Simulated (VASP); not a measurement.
# PtS2 in VASP: single point with PBE+D3(BJ)

Aim: the single point of PtS2 with PBE+D3(BJ).

Everything below comes from runs of VASP 6.6.1. Logs are shortened: lines on timing, memory, paths and dates and some standing lists are left out, and cuts for length are marked.

## (1) The cell of the first run

The cell holds a slab with vacuum, 3 atoms: a = 3.583 Å, b = 3.583 Å, c = 30.826 Å, α = 90.00°, β = 90.00°, γ = 120.00°.

## (2) Single point, PBE+D3(BJ)

INCAR reads:

```
ALGO = Normal
DIPOL = 0.5 0.5 0.500
EDIFF = 1E-6
ENCUT = 400
GGA = PE
GGA_COMPAT = False
IDIPOL = 3
ISIF = 2
ISMEAR = 0
ISYM = -1
IVDW = 12
LASPH = True
LCHARG = False
LDIPOL = True
LREAL = False
LWAVE = False
NBANDS = 18
NELM = 120
NELMDL = -8
PREC = Accurate
SIGMA = 0.02
```

KPOINTS reads:

```
explicit points
41
Reciprocal
  0.05555556   0.05555556   0.00000000 2
  0.05555556   0.16666667   0.00000000 2
  0.05555556   0.27777778   0.00000000 2
  0.05555556   0.38888889   0.00000000 2
  0.05555556   0.50000000   0.00000000 2
  0.05555556   0.61111111   0.00000000 2
  0.05555556   0.72222222   0.00000000 2
  0.05555556   0.83333333   0.00000000 2
  0.05555556   0.94444444   0.00000000 2
  0.16666667   0.05555556   0.00000000 2
  0.16666667   0.16666667   0.00000000 2
  0.16666667   0.27777778   0.00000000 2
  0.16666667   0.38888889   0.00000000 2
  0.16666667   0.50000000   0.00000000 2
  0.16666667   0.61111111   0.00000000 2
  0.16666667   0.72222222   0.00000000 2
  0.16666667   0.83333333   0.00000000 2
  0.16666667   0.94444444   0.00000000 2
  0.27777778   0.05555556   0.00000000 2
  0.27777778   0.16666667   0.00000000 2
  0.27777778   0.27777778   0.00000000 2
  0.27777778   0.38888889   0.00000000 2
  0.27777778   0.50000000   0.00000000 2
  0.27777778   0.61111111   0.00000000 2
  0.27777778   0.72222222   0.00000000 2
  0.27777778   0.83333333   0.00000000 2
  0.27777778   0.94444444   0.00000000 2
  0.38888889   0.05555556   0.00000000 2
  0.38888889   0.16666667   0.00000000 2
  0.38888889   0.27777778   0.00000000 2
  0.38888889   0.38888889   0.00000000 2
  0.38888889   0.50000000   0.00000000 2
  0.38888889   0.61111111   0.00000000 2
  0.38888889   0.72222222   0.00000000 2
  0.38888889   0.83333333   0.00000000 2
  0.38888889   0.94444444   0.00000000 2
  0.50000000   0.05555556   0.00000000 2
  0.50000000   0.16666667   0.00000000 2
  0.50000000   0.27777778   0.00000000 2
  0.50000000   0.38888889   0.00000000 2
  0.50000000   0.50000000   0.00000000 1
```

POSCAR reads:

```
PtS2
1.0
    3.5832742388      0.0000000000      0.0000000000
   -1.7916371194      3.1032065195      0.0000000000
    0.0000000000      0.0000000000     30.8258735778
S Pt
2 1
Direct
    0.6666666667      0.3333333333      0.4608618263
    0.3333333333      0.6666666667      0.5391381737
    0.0000000000      0.0000000000      0.5000000000
```

Potentials or basis: VASP PAW PBE potentials, release 64 (S, Pt).

Started as:

```sh
$ cat potpaw_PBE.64/S/POTCAR potpaw_PBE.64/Pt/POTCAR > POTCAR
$ mpirun -np 1 vasp_std > vasp.out
```

OUTCAR:

```text
EDIFF = 1E-6
   ENCUT = 400
   GGA = PE
   ISIF = 2
   ISMEAR = 0
   ISYM = -1
   IVDW = 12
   LASPH = True
   LREAL = False
   NELM = 120
   NELMDL = -8
   PREC = Accurate
 IVDW          = 12

 ion  position               nearest neighbor table
   1  0.667  0.333  0.461-   3 2.39   3 2.39   3 2.39
   2  0.333  0.667  0.539-   3 2.39   3 2.39   3 2.39
   3  0.000  0.000  0.500-   1 2.39   2 2.39   2 2.39   1 2.39   1 2.39   2 2.39

IMPORTANT INFORMATION: All symmetrisations will be switched off!
NOSYMM: (Re-)initialisation of all symmetry stuff for point group C_1.

----------------------------------------------------------------------------------------

                                     Primitive cell

  volume of cell :     342.7726

  direct lattice vectors                    reciprocal lattice vectors
     3.583274239  0.000000000  0.000000000     0.279074370  0.161123663  0.000000000
    -1.791637119  3.103206520  0.000000000     0.000000000  0.322247325  0.000000000
     0.000000000  0.000000000 30.825873578     0.000000000  0.000000000  0.032440281

  length of vectors
     3.583274239  3.583274239 30.825873578     0.322247325  0.322247325  0.032440281

  position of ions in fractional coordinates (direct lattice)
     0.666666667  0.333333333  0.460861826
     0.333333333  0.666666667  0.539138174
     0.000000000  0.000000000  0.500000000

  ion indices of the primitive-cell ions
   primitive index   ion index
                 1           1
                 2           2
                 3           3

----------------------------------------------------------------------------------------

 KPOINTS: explicit points

Read explicit list of k-points.

 Found     41 k-points:

 Following reciprocal coordinates:
            Coordinates               Weight
  0.055556  0.055556  0.000000      0.024691
  0.055556  0.166667  0.000000      0.024691
  0.055556  0.277778  0.000000      0.024691
  0.055556  0.388889  0.000000      0.024691
  0.055556  0.500000  0.000000      0.024691
  0.055556  0.611111  0.000000      0.024691
[... 16 lines left out ...]
  0.277778  0.500000  0.000000      0.024691
  0.277778  0.611111  0.000000      0.024691
 [... further k-points ...]
   k-points           NKPTS =     41   k-points in BZ     NKDIM =     41   number of bands    NBANDS=     18
   number of dos      NEDOS =    301   number of ions     NIONS =      3
   total plane-waves  NPLWV = 120960
   dimension x,y,z NGX =    24 NGY =   24 NGZ =  210
   dimension x,y,z NGXF=    48 NGYF=   48 NGZF=  420
   ions per type =               2   1
   NGX,Y,Z   is equivalent  to a cutoff of  11.13, 11.13, 11.33 a.u.
   NGXF,Y,Z  is equivalent  to a cutoff of  22.27, 22.27, 22.65 a.u.
 SYSTEM =  unknown system
   PREC   = accura    normal or accurate (medium, high low for compatibility)
   ISTART =      0    job   : 0-new  1-cont  2-samecut
   ICHARG =      2    charge: 1-file 2-atom 10-const
   ISPIN  =      1    spin polarized calculation?
   LNONCOLLINEAR =      F non collinear calculations
   LSORBIT =      F    spin-orbit coupling
   LASPH  =      T    aspherical Exc in radial PAW
   ENCUT  =  400.0 eV  29.40 Ry    5.42 a.u.   5.84  5.84 50.27*2*pi/ulx,y,z
   NELM   =    120;   NELMIN=  2; NELMDL= -8     # of ELM steps
   EDIFF  = 0.1E-05   stopping-criterion for ELM
   LREAL  =      F    real-space projection
   EDIFFG = 0.1E-04   stopping-criterion for IOM
   NSW    =      0    number of steps for IOM
   IBRION =     -1    ionic relax: 0-MD 1-quasi-New 2-CG
   NFREE  =      0    steps in history (QN), initial steepest desc. (CG)
   ISIF   =      2    stress and relaxation
   ISYM   =     -1    0-nonsym 1-usesym 2-fastsym
   POTIM  = 0.5000    time-step for ionic-motion
   TEBEG  =    0.0;   TEEND  =   0.0 temperature during run
   PSTRESS=    0.0 pullay stress
   NELECT =      22.0000    total number of electrons
   NUPDOWN=      -1.0000    fix difference up-down
   EMIN   =  10.00;   EMAX   =-10.00  energy-range for DOS
   EFERMI =   0.00;   METHOD = LEGACY
   ISMEAR =     0;   SIGMA  =   0.02  broadening in eV -4-tet -1-fermi 0-gaus
   EFERMI_NEDOS =   21; number of points for ismear=-14 and -15
   IALGO  =     38    algorithm
   IMIX   =      4    mixing-type and parameters
     AMIX     =   0.40;   BMIX     =  1.00
     AMIX_MAG =   1.60;   BMIX_MAG =  1.00
  volume/ion in A,a.u.               =     114.26       771.05
  Fermi-wavevector in a.u.,A,eV,Ry     =   0.655461  1.238642  5.845463  0.429629
  Thomas-Fermi vector in A             =   1.726344
   LORBIT       =      0    0 simple, 1 ext, 2 COOP (PROOUT), +10 PAW based schemes
   GGA     = PE    functional components
   LHFCALC =     F    Hartree Fock is set to
   AEXX    =    0.0000 exact exchange contribution
   IVDW    =    12    specifies the selected vdW correction
   LEPSILON=     F    determine dielectric tensor
   LRPA    =     F    only Hartree local field effects (RPA)
 non-spin polarized calculation
 Gauss-broadening in eV      SIGMA  =   0.02
  energy-cutoff  :      400.00
  volume of cell :      342.77
 maximum number of plane-waves:      6260
 NGX is ok and might be reduce to    24
   NGX = 11   NGY = 11   NGZ =101

 dipolmoment           0.000000      0.000000     -0.000001 electrons x Angstroem

 number of electron      22.0000000 magnetization

 dipolmoment           0.000000      0.000000      0.000001 electrons x Angstroem

 Free energy of the ion-electron system (eV)
  ---------------------------------------------------
  ext. energy  EPLUGINS =         0.00000000
  ---------------------------------------------------
  free energy    TOTEN  =       -15.45469456 eV

  energy without entropy =      -15.45469456  energy(sigma->0) =      -15.45469456

 E-fermi :  -4.2275     XC(G=0):  -2.1321

 val. band max:       -4.3687708269   @ k =   0.1667   0.1667   0.0000
 cond. band min:      -2.5671755157   @ k =   0.0556   0.7222   0.0000
 fundamental gap:      1.8015953112
 Fermi energy:        -4.2275157266

 k-point     1 :       0.0556    0.0556    0.0000
  band No.  band energies     occupation
      1     -18.3101      2.00000
      2     -16.1529      2.00000
      3      -9.9834      2.00000
      4      -9.9359      2.00000
      5      -9.4329      2.00000
      6      -7.4194      2.00000
[... 10 lines left out ...]
     17       2.2132      0.00000
     18       2.4219      0.00000

 k-point     2 :       0.0556    0.1667    0.0000
  band No.  band energies     occupation
      1     -17.9544      2.00000
      2     -16.2474      2.00000
      3      -9.8774      2.00000
      4      -9.7300      2.00000
      5      -9.1434      2.00000
      6      -8.0058      2.00000
[... 10 lines left out ...]
     17       2.5644      0.00000
     18       2.7955      0.00000

 k-point     3 :       0.0556    0.2778    0.0000
  band No.  band energies     occupation
      1     -17.4148      2.00000
      2     -16.3693      2.00000
      3      -9.8552      2.00000
      4      -9.5151      2.00000
      5      -9.0464      2.00000
      6      -8.3588      2.00000
[... 10 lines left out ...]
     17       3.4272      0.00000
     18       3.6214      0.00000

 k-point     4 :       0.0556    0.3889    0.0000
  band No.  band energies     occupation
      1     -16.9184      2.00000
      2     -16.4526      2.00000
      3     -10.4716      2.00000
      4      -9.4036      2.00000
      5      -8.7085      2.00000
      6      -8.0439      2.00000
[... 10 lines left out ...]
     17       4.1001      0.00000
     18       4.6819      0.00000

 k-point     5 :       0.0556    0.5000    0.0000
  band No.  band energies     occupation
      1     -16.7968      2.00000
      2     -16.4635      2.00000
      3     -10.6684      2.00000
      4      -9.3892      2.00000
      5      -8.4375      2.00000
      6      -8.0883      2.00000
[... 10 lines left out ...]
     17       4.6015      0.00000
     18       5.1354      0.00000

 k-point     6 :       0.0556    0.6111    0.0000
  band No.  band energies     occupation
      1     -17.1400      2.00000
      2     -16.4200      2.00000
      3     -10.1448      2.00000
      4      -9.4435      2.00000
      5      -8.9508      2.00000
      6      -8.1741      2.00000
[... 10 lines left out ...]
     17       3.6719      0.00000
     18       4.0220      0.00000

 k-point     7 :       0.0556    0.7222    0.0000
  band No.  band energies     occupation
      1     -17.6973      2.00000
      2     -16.3088      2.00000
      3      -9.8076      2.00000
      4      -9.6105      2.00000
      5      -9.0196      2.00000
      6      -8.3465      2.00000
[... 10 lines left out ...]
     17       2.9531      0.00000
     18       3.1760      0.00000

 k-point     8 :       0.0556    0.8333    0.0000
  band No.  band energies     occupation
      1     -18.1636      2.00000
      2     -16.1931      2.00000
      3      -9.9429      2.00000
      4      -9.8467      2.00000
      5      -9.3072      2.00000
      6      -7.6423      2.00000
[... 10 lines left out ...]
     17       2.4916      0.00000
     18       2.6802      0.00000
[... 229 lines left out ...]
     17       3.4272      0.00000
     18       3.6214      0.00000

 k-point    20 :       0.2778    0.1667    0.0000
  band No.  band energies     occupation
      1     -17.0006      2.00000
      2     -16.4469      2.00000
      3      -9.9759      2.00000
      4      -9.5065      2.00000
      5      -8.8915      2.00000
      6      -8.1314      2.00000
[... 10 lines left out ...]
     17       4.2827      0.00000
     18       4.3495      0.00000

 k-point    21 :       0.2778    0.2778    0.0000
  band No.  band energies     occupation
      1     -16.6373      2.00000
      2     -16.5044      2.00000
      3     -10.0083      2.00000
      4      -9.4937      2.00000
      5      -9.1310      2.00000
      6      -7.9667      2.00000
[... 10 lines left out ...]
     17       5.1637      0.00000
     18       5.1727      0.00000

 k-point    22 :       0.2778    0.3889    0.0000
  band No.  band energies     occupation
      1     -16.5528      2.00000
      2     -16.5122      2.00000
      3      -9.9762      2.00000
      4      -9.5207      2.00000
      5      -9.2623      2.00000
      6      -7.8642      2.00000
[... 10 lines left out ...]
     17       4.9535      0.00000
     18       5.3777      0.00000

 k-point    23 :       0.2778    0.5000    0.0000
  band No.  band energies     occupation
      1     -16.7977      2.00000
      2     -16.4805      2.00000
      3     -10.0140      2.00000
      4      -9.4929      2.00000
      5      -8.9499      2.00000
      6      -8.0698      2.00000
[... 10 lines left out ...]
     17       4.8271      0.00000
     18       4.8854      0.00000

 k-point    24 :       0.2778    0.6111    0.0000
  band No.  band energies     occupation
      1     -17.2150      2.00000
      2     -16.4083      2.00000
      3      -9.9112      2.00000
      4      -9.5141      2.00000
      5      -8.9707      2.00000
      6      -8.2401      2.00000
[... 10 lines left out ...]
     17       3.8057      0.00000
     18       3.9164      0.00000

 [... further k-points ...]

------------------------ aborting loop because EDIFF is reached ----------------------------------------

 vacuum level on the upper side and lower side of the slab       (xc-potential included)        -0.007        -0.007

 Edisp (eV)   -0.81221

 E8    (eV) :    -0.3499

  FORCE on cell =-STRESS in cart. coord.  units (eV):
  Direction    XX          YY          ZZ          XY          YZ          ZX
  --------------------------------------------------------------------------------------
  -------------------------------------------------------------------------------------
  Total      -0.77102    -0.77046     0.24262     0.00048     0.00008    -0.00013
  in kB      -3.60387    -3.60126     1.13405     0.00227     0.00036    -0.00063
  external pressure =       -2.02 kB  Pullay stress =        0.00 kB

 VOLUME and BASIS-vectors are now :
 -----------------------------------------------------------------------------
  energy-cutoff  :      400.00
  volume of cell :      342.77
      direct lattice vectors                 reciprocal lattice vectors
     3.583274239  0.000000000  0.000000000     0.279074370  0.161123663  0.000000000
    -1.791637119  3.103206520  0.000000000     0.000000000  0.322247325  0.000000000
     0.000000000  0.000000000 30.825873578     0.000000000  0.000000000  0.032440281

 POSITION                                       TOTAL-FORCE (eV/Angst)
 -----------------------------------------------------------------------------------
      1.79164      1.03440     14.20647         0.000055     -0.000032     -0.113212
     -0.00000      2.06880     16.61941        -0.000055      0.000032      0.113225
      0.00000      0.00000     15.41294        -0.000000     -0.000000     -0.000013
 -----------------------------------------------------------------------------------
    total drift:                               -0.000000     -0.000000      0.000007

  FREE ENERGIE OF THE ION-ELECTRON SYSTEM (eV)
  ---------------------------------------------------
  free  energy   TOTEN  =       -16.2669042509 eV

  energy  without entropy=      -16.2669042509  energy(sigma->0) =      -16.26690425

 vacuum level on the upper side and lower side of the slab         1.948         1.948
```

Wall time 7.2 min (1 thread of AMD EPYC 7R43 (Zen 3), shared host); peak memory 0.39 GiB.

Results:

* Free energy: -16.2669 eV
* Largest force: 0.113 eV/Å
* Band gap on the k mesh: 1.80 eV (least direct gap 1.91 eV)
* Dispersion energy per atom: -0.271 eV

Forces on the atoms (eV/Å):
```
S    0.000  0.000 -0.113
S    0.000  0.000  0.113
Pt   0.000  0.000  0.000
```

Caveat: spin-orbit coupling is left out, which moves the levels of the heavy elements.
